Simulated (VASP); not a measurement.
A run of VASP 6.6.1 is set up as follows.

INCAR

```
PREC = Accurate ; ENCUT = 600
EDIFF = 1E-6 ; ISMEAR = 0
SIGMA = 0.1 ; LREAL = F
LASPH = T ; NELM = 100
ALGO = Normal ; ISIF = 3
LWAVE = F ; LCHARG = F
GGA = PE ; IBRION = 2
NSW = 90 ; EDIFFG = -0.04
```

Contents of KPOINTS:

```
Automatic mesh
0
Gamma
  6 6 2
```

The input POSCAR:

```
S
1.0
    3.6996465595      0.0000000000      0.0000000000
   -1.8498232798      3.2039879056      0.0000000000
    0.0000000000      0.0000000000     10.0762731500
S
4
Direct
    0.0000000000      0.0000000000      0.2500000000
    0.0000000000      0.0000000000      0.7500000000
    0.3333333333      0.6666666667      0.7500000000
    0.6666666667      0.3333333333      0.2500000000
```

Potentials or basis: VASP PAW PBE potentials, release 64 (S).

The run is started by

```sh
$ cat potpaw_PBE.64/S/POTCAR > POTCAR
$ mpirun -np 1 vasp_std > vasp.out
```

Predict the space group after relaxing (to 0.05 Å).

P6_3/mmc (No. 194).

What does it give for the relaxed volume?

35.24 Å³/atom.

What does it give for the band gap on the k mesh?

Zero (band 12 reaches 0.56 eV, above the bottom of band 13 at 0.18 eV).

Predict the relaxed cell.

a = 4.021 Å, b = 4.021 Å, c = 10.070 Å, α = 90.00°, β = 90.00°, γ = 120.00°.

The path:
```tsv
step	energy change (eV)	largest force (eV/Å)	pressure (GPa)	volume (Å³)
1	0.0000	0.0000	9.42	119.44
2	-0.6329	0.0000	-3.17	151.69
3	-0.8046	0.0000	0.28	140.01
4	-0.8058	0.0000	-0.08	140.97
```

Caveat: the volume moved by over 15 % at a fixed basis, so the end points are rough; this functional lacks dispersion, which binds the layers, so the pressure and a relaxed spacing across them are unreliable.
